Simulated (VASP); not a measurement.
Set up this calculation in VASP 6.6.1, as the native input.

```yaml
Task: single point
Functional: LDA
Potentials_or_basis: VASP PAW LDA potentials, release 64 (Mg, Zn)
Cutoff: 520 eV
k_mesh: 8 × 8 × 8
Occupations: fermi-dirac, width 0.05 eV
Spin: no spin polarisation
Dipole_correction: no
Further_INCAR_settings: ALGO = Normal; EDIFF = 1e-06; NBANDS = 35
```

The structure of MgZn2 (C15 type) lies in POSCAR:

```
MgZn2
1.0
    0.0000000000      3.5731464351      3.5731464351
    3.5731464351      0.0000000000      3.5731464351
    3.5731464351      3.5731464351      0.0000000000
Mg Zn
2 4
Direct
    0.1250000000      0.1250000000      0.1250000000
   -0.1250000000     -0.1250000000     -0.1250000000
    0.5000000000      0.5000000000      0.5000000000
    0.5000000000      0.5000000000      0.0000000000
    0.5000000000      0.0000000000      0.5000000000
    0.0000000000      0.5000000000      0.5000000000
```

One way to write it, as run:

INCAR

```
ALGO = Normal
EDIFF = 1E-6
ENCUT = 520
ISIF = 2
ISMEAR = -1
LASPH = True
LCHARG = True
LELF = True
LREAL = False
LVHAR = True
LWAVE = False
NBANDS = 35
NELM = 60
PREC = Accurate
SIGMA = 0.05
```

KPOINTS

```
k-points
0
Gamma
  8 8 8
```

Potentials or basis: VASP PAW LDA potentials, release 64 (Mg, Zn).

Run with:

```bash
$ cat potpaw_LDA.64/Mg/POTCAR potpaw_LDA.64/Zn/POTCAR > POTCAR
$ mpirun -np 1 vasp_std > vasp.out
```

It gave:

The pressure is 0.1 GPa and the band gap on the k mesh is zero (band 26 reaches 4.50 eV, above the bottom of band 27 at 2.28 eV).

It took 89 s on 1 thread of Intel(R) Xeon(R) Platinum 8259CL CPU @ 2.50GHz (Skylake/Cascade Lake), on a shared host, peak memory 0.24 GiB.
